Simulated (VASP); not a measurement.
# BN (Qingsongite) (F-43m) in VASP: a series of runs

The runs below take BN (Qingsongite) through single point, with PBEsol.

All numbers are computed with VASP 6.6.1; they aren't measurements. Logs are shortened: lines on timing, memory, paths and dates and some standing lists are left out, and cuts for length are marked.

## 1. The cell of the first run

Symmetry: F-43m, No. 216, cubic system. Conventional cell: a = 3.476 Å, b = 3.476 Å, c = 3.476 Å, α = 90.00°, β = 90.00°, γ = 90.00°. Within 2.0 Å of B (site symmetry -43m) lie 4 N at 1.51 Å. Within 2.0 Å of N (site symmetry -43m) lie 4 B at 1.51 Å.

## 2. Single point, PBEsol

File INCAR:

```
SYSTEM = BN
ALGO = Normal ; EDIFF = 1E-6
ENCUT = 600 ; GGA = PS
GGA_COMPAT = .FALSE. ; ISIF = 2
ISMEAR = 0 ; LASPH = .TRUE.
LCHARG = .FALSE. ; LREAL = .FALSE.
LWAVE = .FALSE. ; NBANDS = 11
NELM = 120 ; PREC = Accurate
SIGMA = 0.1
```

File KPOINTS:

```
k-points
0
G
  10 10 10
  0 0 0
```

File POSCAR:

```
BN
1.0
    0.0000000000      1.7378284745      1.7378284745
    1.7378284745      0.0000000000      1.7378284745
    1.7378284745      1.7378284745      0.0000000000
B N
1 1
Direct
    0.0000000000      0.0000000000      0.0000000000
    0.2500000000      0.2500000000      0.2500000000
```

Potentials or basis: VASP PAW PBE potentials, release 64 (B, N).

Run with:

```console
> cat potpaw_PBE.64/B/POTCAR potpaw_PBE.64/N/POTCAR > POTCAR
> mpirun -np 1 vasp_std > vasp.out
```

OUTCAR:

```text
SYSTEM = BN
   EDIFF = 1E-6
   ENCUT = 600
   GGA = PS
   ISIF = 2
   ISMEAR = 0
   LASPH = .TRUE.
   LREAL = .FALSE.
   NELM = 120
   PREC = Accurate

 ion  position               nearest neighbor table
   1  0.000  0.000  0.000-   2 1.51   2 1.51   2 1.51   2 1.51
   2  0.250  0.250  0.250-   1 1.51   1 1.51   1 1.51   1 1.51

  LATTYP: Found a face centered cubic cell.
 ALAT       =     3.4756569490

  Lattice vectors:

 A1 = (   0.0000000000,   1.7378284745,   1.7378284745)
 A2 = (   1.7378284745,   0.0000000000,   1.7378284745)
 A3 = (   1.7378284745,   1.7378284745,   0.0000000000)

Analysis of symmetry for initial positions (statically):
=====================================================================
 Subroutine PRICEL returns:
 Original cell was already a primitive cell.

 Routine SETGRP: Setting up the symmetry group for a
 face centered cubic supercell.

 Subroutine GETGRP returns: Found 24 space group operations
 (whereof 24 operations were pure point group operations)
 out of a pool of 48 trial point group operations.

The static configuration has the point symmetry T_d .

Analysis of symmetry for dynamics (positions and initial velocities):
=====================================================================
 Subroutine PRICEL returns:
 Original cell was already a primitive cell.

 Routine SETGRP: Setting up the symmetry group for a
 face centered cubic supercell.

 Subroutine GETGRP returns: Found 24 space group operations
 (whereof 24 operations were pure point group operations)
 out of a pool of 48 trial point group operations.

The dynamic configuration has the point symmetry T_d .

 Subroutine INISYM returns: Found 24 space group operations
 (whereof 24 operations are pure point group operations),
 and found     1 'primitive' translations

----------------------------------------------------------------------------------------

                                     Primitive cell

  volume of cell :      10.4967

  direct lattice vectors                    reciprocal lattice vectors
     0.000000000  1.737828475  1.737828475    -0.287715392  0.287715392  0.287715392
     1.737828475  0.000000000  1.737828475     0.287715392 -0.287715392  0.287715392
     1.737828475  1.737828475  0.000000000     0.287715392  0.287715392 -0.287715392

  length of vectors
     2.457660598  2.457660598  2.457660598     0.498337676  0.498337676  0.498337676

  position of ions in fractional coordinates (direct lattice)
     0.000000000  0.000000000  0.000000000
     0.250000000  0.250000000  0.250000000

  ion indices of the primitive-cell ions
   primitive index   ion index
                 1           1
                 2           2

----------------------------------------------------------------------------------------

 KPOINTS: k-points

Automatic generation of k-mesh.
 Grid dimensions read from file:
 generate k-points for:   10   10   10

 Generating k-lattice:

  Cartesian coordinates                     Fractional coordinates (reciprocal lattice)
    -0.028771539  0.028771539  0.028771539     0.100000000  0.000000000  0.000000000
     0.028771539 -0.028771539  0.028771539     0.000000000  0.100000000  0.000000000
     0.028771539  0.028771539 -0.028771539     0.000000000  0.000000000  0.100000000

  Length of vectors
     0.049833768  0.049833768  0.049833768

  Shift w.r.t. Gamma in fractional coordinates (k-lattice)
     0.000000000  0.000000000  0.000000000

 Subroutine IBZKPT returns following result:
 ===========================================

 Found     47 irreducible k-points:

 Following reciprocal coordinates:
            Coordinates               Weight
  0.000000  0.000000  0.000000      1.000000
  0.100000  0.000000  0.000000      8.000000
  0.200000  0.000000  0.000000      8.000000
  0.300000  0.000000  0.000000      8.000000
  0.400000  0.000000  0.000000      8.000000
  0.500000  0.000000  0.000000      4.000000
[... 16 lines left out ...]
  0.300000  0.300000  0.000000      6.000000
  0.400000  0.300000  0.000000     24.000000
 [... further k-points ...]
   k-points           NKPTS =     47   k-points in BZ     NKDIM =     47   number of bands    NBANDS=     11
   number of dos      NEDOS =    301   number of ions     NIONS =      2
   total plane-waves  NPLWV =   8000
   dimension x,y,z NGX =    20 NGY =   20 NGZ =   20
   dimension x,y,z NGXF=    40 NGYF=   40 NGZF=   40
   ions per type =               1   1
   NGX,Y,Z   is equivalent  to a cutoff of  13.53, 13.53, 13.53 a.u.
   NGXF,Y,Z  is equivalent  to a cutoff of  27.06, 27.06, 27.06 a.u.
 SYSTEM =  BN
   PREC   = accura    normal or accurate (medium, high low for compatibility)
   ISTART =      0    job   : 0-new  1-cont  2-samecut
   ICHARG =      2    charge: 1-file 2-atom 10-const
   ISPIN  =      1    spin polarized calculation?
   LNONCOLLINEAR =      F non collinear calculations
   LSORBIT =      F    spin-orbit coupling
   LASPH  =      T    aspherical Exc in radial PAW
   ENCUT  =  600.0 eV  44.10 Ry    6.64 a.u.   4.91  4.91  4.91*2*pi/ulx,y,z
   NELM   =    120;   NELMIN=  2; NELMDL= -5     # of ELM steps
   EDIFF  = 0.1E-05   stopping-criterion for ELM
   LREAL  =      F    real-space projection
   EDIFFG = 0.1E-04   stopping-criterion for IOM
   NSW    =      0    number of steps for IOM
   IBRION =     -1    ionic relax: 0-MD 1-quasi-New 2-CG
   NFREE  =      0    steps in history (QN), initial steepest desc. (CG)
   ISIF   =      2    stress and relaxation
   ISYM   =      2    0-nonsym 1-usesym 2-fastsym
   POTIM  = 0.5000    time-step for ionic-motion
   TEBEG  =    0.0;   TEEND  =   0.0 temperature during run
   PSTRESS=    0.0 pullay stress
   NELECT =       8.0000    total number of electrons
   NUPDOWN=      -1.0000    fix difference up-down
   EMIN   =  10.00;   EMAX   =-10.00  energy-range for DOS
   EFERMI =   0.00;   METHOD = LEGACY
   ISMEAR =     0;   SIGMA  =   0.10  broadening in eV -4-tet -1-fermi 0-gaus
   EFERMI_NEDOS =   21; number of points for ismear=-14 and -15
   IALGO  =     38    algorithm
   IMIX   =      4    mixing-type and parameters
     AMIX     =   0.40;   BMIX     =  1.00
     AMIX_MAG =   1.60;   BMIX_MAG =  1.00
  volume/ion in A,a.u.               =       5.25        35.42
  Fermi-wavevector in a.u.,A,eV,Ry     =   1.495390  2.825878 30.425245  2.236192
  Thomas-Fermi vector in A             =   2.607541
   LORBIT       =      0    0 simple, 1 ext, 2 COOP (PROOUT), +10 PAW based schemes
   GGA     = PS    functional components
   LHFCALC =     F    Hartree Fock is set to
   AEXX    =    0.0000 exact exchange contribution
   IVDW    =     0    specifies the selected vdW correction
   LEPSILON=     F    determine dielectric tensor
   LRPA    =     F    only Hartree local field effects (RPA)
 non-spin polarized calculation
 Gauss-broadening in eV      SIGMA  =   0.10
  energy-cutoff  :      600.00
  volume of cell :       10.50
 maximum number of plane-waves:       360
   NGX =  9   NGY =  9   NGZ =  9

 number of electron       8.0000002 magnetization

 Free energy of the ion-electron system (eV)
  ---------------------------------------------------
  ext. energy  EPLUGINS =         0.00000000
  ---------------------------------------------------
  free energy    TOTEN  =       -18.16026141 eV

  energy without entropy =      -18.16026141  energy(sigma->0) =      -18.16026141

 E-fermi :   9.4269     XC(G=0): -13.6015

 val. band max:        8.8871911192   @ k =   0.0000   0.0000   0.0000
 cond. band min:      13.2788003676   @ k =   0.5000   0.5000   0.0000
 fundamental gap:      4.3916092484
 Fermi energy:         9.4269203799

 k-point     1 :       0.0000    0.0000    0.0000
  band No.  band energies     occupation
      1     -12.7747      2.00000
      2       8.8872      2.00000
      3       8.8872      2.00000
      4       8.8872      2.00000
      5      18.2029      0.00000
      6      18.2029      0.00000
      7      18.2029      0.00000
      8      21.1263      0.00000
      9      35.6702      0.00000
     10      38.0662      0.00000
     11      38.0662      0.00000

 k-point     2 :       0.1000    0.0000    0.0000
  band No.  band energies     occupation
      1     -12.5069      2.00000
      2       7.4981      2.00000
      3       8.5954      2.00000
      4       8.5954      2.00000
      5      18.6426      0.00000
      6      18.6426      0.00000
      7      18.6775      0.00000
      8      21.8302      0.00000
      9      34.8800      0.00000
     10      35.1100      0.00000
     11      35.1100      0.00000

 k-point     3 :       0.2000    0.0000    0.0000
  band No.  band energies     occupation
      1     -11.7154      2.00000
      2       4.5230      2.00000
      3       7.9471      2.00000
      4       7.9471      2.00000
      5      19.3856      0.00000
      6      19.5296      0.00000
      7      19.5296      0.00000
      8      23.3194      0.00000
      9      33.5182      0.00000
     10      33.5182      0.00000
     11      33.8289      0.00000

 k-point     4 :       0.3000    0.0000    0.0000
  band No.  band energies     occupation
      1     -10.4497      2.00000
      2       1.2642      2.00000
      3       7.2990      2.00000
      4       7.2990      2.00000
      5      19.9946      0.00000
      6      20.1034      0.00000
      7      20.1034      0.00000
      8      24.4582      0.00000
      9      33.4804      0.00000
     10      33.9056      0.00000
     11      33.9056      0.00000
[... 239 lines left out ...]
 k-point    22 :      -0.2000    0.2000    0.0000
  band No.  band energies     occupation
      1     -10.0314      2.00000
      2       2.1680      2.00000
      3       4.0968      2.00000
      4       7.4258      2.00000
      5      20.1888      0.00000
      6      20.6064      0.00000
      7      21.4336      0.00000
      8      24.2235      0.00000
      9      30.9122      0.00000
     10      32.5207      0.00000
     11      38.1070      0.00000

 k-point    23 :       0.3000    0.3000    0.0000
  band No.  band energies     occupation
      1      -9.6936      2.00000
      2       3.3843      2.00000
      3       4.7171      2.00000
      4       4.7171      2.00000
      5      15.2575      0.00000
      6      20.2900      0.00000
      7      24.9448      0.00000
      8      24.9448      0.00000
      9      29.3179      0.00000
     10      38.8078      0.00000
     11      42.5022      0.00000

 k-point    24 :       0.4000    0.3000    0.0000
  band No.  band energies     occupation
      1      -8.5456      2.00000
      2       1.6011      2.00000
      3       3.7988      2.00000
      4       4.2612      2.00000
      5      15.1614      0.00000
      6      20.1050      0.00000
      7      25.8854      0.00000
      8      25.9176      0.00000
      9      30.3533      0.00000
     10      38.4608      0.00000
     11      42.5559      0.00000

 [... further k-points ...]

------------------------ aborting loop because EDIFF is reached ----------------------------------------

  FORCE on cell =-STRESS in cart. coord.  units (eV):
  Direction    XX          YY          ZZ          XY          YZ          ZX
  --------------------------------------------------------------------------------------
  -------------------------------------------------------------------------------------
  Total        3.4503732      3.4503732      3.4503732     -0.0000000      0.0000000     -0.0000000
  in kB      526.6546626    526.6546626    526.6546626     -0.0000000      0.0000000     -0.0000000
  external PRESSURE =     526.6546626 kB  Pullay stress =       0.0000000 kB

 VOLUME and BASIS-vectors are now :
 -----------------------------------------------------------------------------
  energy-cutoff  :      600.00
  volume of cell :       10.50
      direct lattice vectors                 reciprocal lattice vectors
     0.000000000  1.737828475  1.737828475    -0.287715392  0.287715392  0.287715392
     1.737828475  0.000000000  1.737828475     0.287715392 -0.287715392  0.287715392
     1.737828475  1.737828475  0.000000000     0.287715392  0.287715392 -0.287715392

 POSITION                                       TOTAL-FORCE (eV/Angst)
 -----------------------------------------------------------------------------------
      0.00000      0.00000      0.00000         0.000000     -0.000000     -0.000000
      0.86891      0.86891      0.86891        -0.000000      0.000000      0.000000
 -----------------------------------------------------------------------------------
    total drift:                                0.000000      0.000000      0.000000

  FREE ENERGIE OF THE ION-ELECTRON SYSTEM (eV)
  ---------------------------------------------------
  free  energy   TOTEN  =       -18.1602614116 eV

  energy  without entropy=      -18.1602614116  energy(sigma->0) =      -18.16026141
```

It took 2.9 s on 1 thread of Intel Xeon 6975P-C (Granite Rapids), shared host; peak memory 0.12 GiB.

Results:

```
Free energy            : -18.1603 eV
Pressure               : 52.7 GPa
Band gap on the k mesh : 4.39 eV, indirect (least direct gap 9.32 eV)
```

Levels at points of the mesh, in eV from the valence-band top:
| k point | band 1 | band 2 | band 3 | band 4 | band 5 | band 6 | band 7 | band 8 | band 9 |
| --- | --- | --- | --- | --- | --- | --- | --- | --- | --- |
| (0.00, 0.00, 0.00) | -21.66 | 0.00 | 0.00 | 0.00 | 9.32 | 9.32 | 9.32 | 12.24 | 26.78 |
| (0.50, 0.00, 0.00) | -16.81 | -11.92 | -2.18 | -2.18 | 11.26 | 11.26 | 11.68 | 16.27 | 25.00 |
| (0.50, 0.50, 0.00) | -15.27 | -9.78 | -5.56 | -5.56 | 4.39 | 9.74 | 19.75 | 19.75 | 22.76 |

Caveat: the PAW data sets were made with another functional, which shifts forces and pressure a little. A k mesh can miss the band edges.

## 3. Single point, PBEsol

File INCAR:

```
SYSTEM = BN
ALGO = Normal
EDIFF = 1E-6
ENCUT = 600
GGA = PS
GGA_COMPAT = .FALSE.
ISIF = 2
ISMEAR = 0
LASPH = .TRUE.
LCHARG = .TRUE.
LELF = .TRUE.
LREAL = .FALSE.
LVHAR = .TRUE.
LWAVE = .FALSE.
NBANDS = 11
NELM = 120
PREC = Accurate
SIGMA = 0.01
```

File KPOINTS:

```
k-points
0
G
  12 12 12
  0 0 0
```

POSCAR is that of step 2.

Potentials or basis: VASP PAW PBE potentials, release 64 (B, N).

Run with:

```console
> cat potpaw_PBE.64/B/POTCAR potpaw_PBE.64/N/POTCAR > POTCAR
> mpirun -np 1 vasp_std > vasp.out
```

It took 4.2 s on 1 thread of Intel Xeon 6975P-C (Granite Rapids), shared host; peak memory 0.12 GiB.

Results (log left out):

```yaml
Free_energy: -18.1604 eV
Pressure: 52.7 GPa
Band_gap_on_the_k_mesh: 4.39 eV, indirect (least direct gap 9.32 eV)
```

Levels at points of the mesh, in eV from the valence-band top:
```tsv
k point	band 1	band 2	band 3	band 4	band 5	band 6	band 7	band 8
(0.00, 0.00, 0.00)	-21.66	0.00	0.00	0.00	9.32	9.32	9.32	12.24
(0.50, 0.00, 0.00)	-16.81	-11.92	-2.18	-2.18	11.26	11.26	11.68	16.27
(0.50, 0.50, 0.00)	-15.27	-9.78	-5.56	-5.56	4.39	9.74	19.75	19.75
```

Caveat: the PAW data sets were made with another functional, which shifts forces and pressure a little. A hybrid or GW would open this gap; PBEsol tends to underestimate it.

## 4. Single point, PBEsol

File INCAR:

```
SYSTEM = BN
ALGO = Normal
EDIFF = 1E-6
ENCUT = 600
GGA = PS
GGA_COMPAT = .FALSE.
ISIF = 2
ISMEAR = 0
LASPH = .TRUE.
LCHARG = .FALSE.
LREAL = .FALSE.
LWAVE = .FALSE.
NBANDS = 11
NELM = 120
PREC = Accurate
SIGMA = 0.02
```

KPOINTS is that of step 3.

POSCAR is that of step 3.

Run with:

```console
> cat potpaw_PBE.64/B/POTCAR potpaw_PBE.64/N/POTCAR > POTCAR
> mpirun -np 1 vasp_std > vasp.out
```

Wall time 4.3 s (1 thread of Intel Xeon 6975P-C (Granite Rapids), shared host); peak memory 0.12 GiB.

It converged, with:

- Free energy: -18.1604 eV
- Pressure: 52.7 GPa
- Band gap on the k mesh: 4.39 eV, indirect (least direct gap 9.32 eV)

Levels at points of the mesh, in eV from the valence-band top:
```tsv
k point	band 1	band 2	band 3	band 4	band 5	band 6	band 7	band 8	band 9
(0.00, 0.00, 0.00)	-21.66	0.00	0.00	0.00	9.32	9.32	9.32	12.24	26.78
(0.50, 0.00, 0.00)	-16.81	-11.92	-2.18	-2.18	11.26	11.26	11.68	16.27	25.00
(0.50, 0.50, 0.00)	-15.27	-9.78	-5.56	-5.56	4.39	9.74	19.75	19.75	22.76
```

Caveat: the PAW data sets were made with another functional, which shifts forces and pressure a little. A k mesh can miss the band edges.

## 5. Overview

| k mesh | smearing | gap on the mesh (eV) | pressure (GPa) |
| --- | --- | --- | --- |
| 10 × 10 × 10 | gaussian 0.1 eV | 4.39 | 52.7 |
| 12 × 12 × 12 | gaussian 0.01 eV | 4.39 | 52.7 |
| 12 × 12 × 12 | gaussian 0.02 eV | 4.39 | 52.7 |

Alike in all rows: task single point; level PBEsol; potentials or basis VASP PAW PBE potentials, release 64 (B, N); no spin polarisation; cell a = 2.458 Å, angles 60.0°, 2 atoms; cutoff (eV) 600.

On the cell as given the gap runs from 4.39 eV (PBEsol) to 4.39 eV (PBEsol); the meshes differ, which moves gaps too.

Caveats: the PAW data sets were made with another functional, which shifts forces and pressure a little.

Absolute energies hang on the potentials; compare differences alone.
